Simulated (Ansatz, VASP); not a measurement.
## BeS in VASP and in Ansatz

```
Be S
1.0
     0.00000    2.35225    2.38863
     2.35225    0.00000    2.38863
     2.35225    2.35225    0.00000
Be S
1 1
Direct
  0.00000 0.00000 0.00000
  0.75000 0.75000 0.75000
```

Change from the starting cell: strain -0.030 along x and y, -0.015 along z, atoms carried along.

Alike in both runs: task single point; functional r2SCAN; k mesh 8 × 8 × 8; occupations gaussian, width 0.05 eV; no spin polarisation.

|  | VASP | Ansatz |
| --- | --- | --- |
| version | VASP 6.6.1 | Ansatz 0.2.0 |
| potentials or method | VASP PAW PBE potentials, release 64 (Be, S), cutoff 520 eV | scalar-relativistic, plane waves, PAW |
| valence electrons in the cell | 8 | 8 |

```tsv
	VASP	Ansatz	Ansatz less VASP
gap on the k mesh at the Fermi level (eV)	3.31	3.30	-0.009
least direct gap on the mesh (eV)	6.16	6.13	-0.032
pressure (GPa)	10.3	10.0	-0.29
traceless stress, the component that is largest in VASP (GPa)	-1.11	-1.13	-0.016
```

VASP's potentials were made for PBE, not for r2SCAN.
